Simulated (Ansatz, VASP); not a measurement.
# C: VASP beside Ansatz

```
C
1.0
     2.49904    0.00000    0.00000
    -1.24952    2.16423    0.00000
     0.00000    0.00000   23.28004
C
4
Direct
  0.00000 0.00000 0.57116
  0.00000 0.00000 0.42884
  0.33333 0.66667 0.42882
  0.66667 0.33333 0.57118
```

Alike in both runs: task single point; functional PBE; dispersion D3(BJ); k mesh 24 × 24 × 4; occupations gaussian, width 0.15 eV; no spin polarisation.

```csv
,VASP,Ansatz
version,VASP 6.6.1,Ansatz 0.2.0
potentials or method,"VASP PAW PBE potentials, release 64 (C), cutoff 600 eV","scalar-relativistic, plane waves, PAW"
valence electrons in the cell,16,16
```

|  | VASP | Ansatz | Ansatz less VASP |
| --- | --- | --- | --- |
| gap on the k mesh at the Fermi level (eV) | none | none | - |
| rms of the force components (eV/Å) | 0.011 | 0.010 | -0.0002 |

Atom by atom the forces differ by 0.000 eV/Å (rms over components). A gap of «none» marks a metal or a gap that the smearing closes.
